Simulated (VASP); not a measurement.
Crystal: Ge3Te2S.

```
Ge Te S
1.0
     3.98309    0.00000    0.00000
     0.00000    3.98309    0.00000
     0.00000    0.00000    8.65447
Ge Te S
3 2 1
Cartesian
  1.9915 0.0000 5.4095
  0.0000 1.9915 3.2450
  1.9915 1.9915 0.0000
  1.9915 0.0000 2.2727
  0.0000 1.9915 6.3818
  0.0000 0.0000 0.0000
```

The cell was generated, and may not be a known phase.

```yaml
Program: VASP 6.6.1
Task: relaxation of cell and atoms
Functional: PBE
Potentials_or_basis: VASP PAW PBE potentials, release 64 (Ge_d, Te, S)
Cutoff: 600 eV
k_mesh: 4 × 4 × 2
Occupations: gaussian, width 0.1 eV
Spin: no spin polarisation
```

At the start: pressure 3.0 GPa; volume 22.88 Å³/atom.

Q: How do energy, volume and symmetry change on relaxing?

A: Over 17 steps the energy falls by 137.6 meV/atom and the volume is 25.84 Å³/atom (+12.9 %); space group P-4m2 (No. 115, to 0.1 Å) before and after.

The path:
```tsv
step	energy change (eV)	largest force (eV/Å)	pressure (GPa)	volume (Å³)
1	0.0000	1.6127	2.99	137.30
2	-0.3831	1.0250	-0.62	145.89
3	-0.4837	0.7526	-2.60	153.37
4	-0.6562	0.4030	0.09	146.71
5	-0.6620	0.3857	0.78	145.31
6	-0.7168	0.2747	0.62	146.23
7	-0.7785	0.1665	0.72	148.69
8	-0.7792	0.1031	0.62	148.42
9	-0.7826	0.1715	-0.51	152.17
10	-0.7845	0.1217	-0.11	150.76
11	-0.7880	0.1171	-0.09	151.03
12	-0.7980	0.1128	-0.01	151.83
13	-0.8168	0.1006	0.11	153.44
14	-0.8099	0.1603	-0.24	156.67
15	-0.8239	0.0855	0.01	154.75
16	-0.8237	0.0561	-0.10	155.31
17	-0.8258	0.0366	-0.07	155.03
```

Final structure:
```cif
data_structure
_symmetry_space_group_name_H-M 'P 1'
_symmetry_Int_Tables_number 1
_cell_length_a 4.0494
_cell_length_b 4.0494
_cell_length_c 9.4542
_cell_angle_alpha 90.000
_cell_angle_beta 90.000
_cell_angle_gamma 90.000
_cell_volume 155.03
loop_
_atom_site_label
_atom_site_type_symbol
_atom_site_fract_x
_atom_site_fract_y
_atom_site_fract_z
_atom_site_occupancy
Ge1 Ge 0.50000 0.00000 0.61975 1
Ge2 Ge 0.00000 0.50000 0.38025 1
Ge3 Ge 0.50000 0.50000 0.00000 1
Te1 Te 0.50000 0.00000 0.32273 1
Te2 Te 0.00000 0.50000 0.67727 1
S1 S 0.00000 0.00000 0.00000 1
```

Caveat: the k points lie up to 0.39 Å⁻¹ apart in the final cell.
